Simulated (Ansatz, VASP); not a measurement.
**Two plane-wave programs on V**

```xyz
4
Lattice="4.1734 0.0000 0.0000 -2.0867 3.6143 0.0000 0.0000 0.0000 4.7896" Properties=species:S:1:pos:R:3 pbc="T T T"
V     0.0000    2.4095    2.3948
V     2.0867    1.2048    4.7897
V     2.0867    1.2048    2.3948
V     0.0000    2.4095    0.0000
```

Alike in both runs: functional r2SCAN; k mesh 6 × 6 × 4; occupations gaussian, width 0.1 eV; collinear spin.

Ansatz relaxed the structure, and its values are those at the end. VASP's run is a single point on that final structure, the one shown.

|  | VASP | Ansatz |
| --- | --- | --- |
| version | VASP 6.6.1 | Ansatz 0.2.0 |
| potentials or method | VASP PAW PBE potentials, release 64 (V_sv), cutoff 520 eV | scalar-relativistic, plane waves, PAW |
| valence electrons in the cell | 52 | 52 |

|  | VASP | Ansatz | Ansatz less VASP |
| --- | --- | --- | --- |
| gap on the k mesh at the Fermi level (eV) | none | none | - |
| pressure (GPa) | 0.6 | 0.1 | -0.48 |
| net moment per atom (μB) | 1.04 | 1.04 | +0.001 |
| size of the moment on the site where the two differ most (μB) | 0.96 | 0.83 | -0.126 |

VASP's potentials were made for PBE, not for r2SCAN. Site moments also hang on the region over which each program counts them. A gap of «none» marks a metal or a gap that the smearing closes. The functional is the same, so the differences come from potentials, cutoffs and numerics.
